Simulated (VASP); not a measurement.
Runs of VASP 6.6.1 on Al. The structure is that of space group P6_3/mmc (No. 194), or close to it. The cells are those of the table. This isn't the form of Al at room conditions, which is fcc.

```csv
cell,gap on the mesh (eV),pressure (GPa)
"a = 2.928, b = 2.928, c = 9.052 Å, angles 90.0, 90.0, 120.0°, 4 atoms",none,-4.1
"a = 2.889, b = 2.889, c = 9.297 Å, angles 90.0, 90.0, 120.0°, 4 atoms",none,(a)
"a = 2.851, b = 2.851, c = 9.549 Å, angles 90.0, 90.0, 120.0°, 4 atoms",none,-4.3
"a = 2.947, b = 2.947, c = 8.932 Å, angles 90.0, 90.0, 120.0°, 4 atoms",none,-3.8
"a = 2.908, b = 2.908, c = 9.174 Å, angles 90.0, 90.0, 120.0°, 4 atoms",none,-4.3
```

Alike in all rows: task single point; level PBE+D3(BJ); potentials or basis VASP PAW PBE potentials, release 64 (Al); no spin polarisation; k mesh 18 × 18 × 6; cutoff (eV) 520; smearing gaussian 0.15 eV.

Question: Fill in the values left out.

Answer: (a) -4.4.

Caveats: the cell stands under tension.

A gap of «none» marks levels without a gap at the run's occupations.
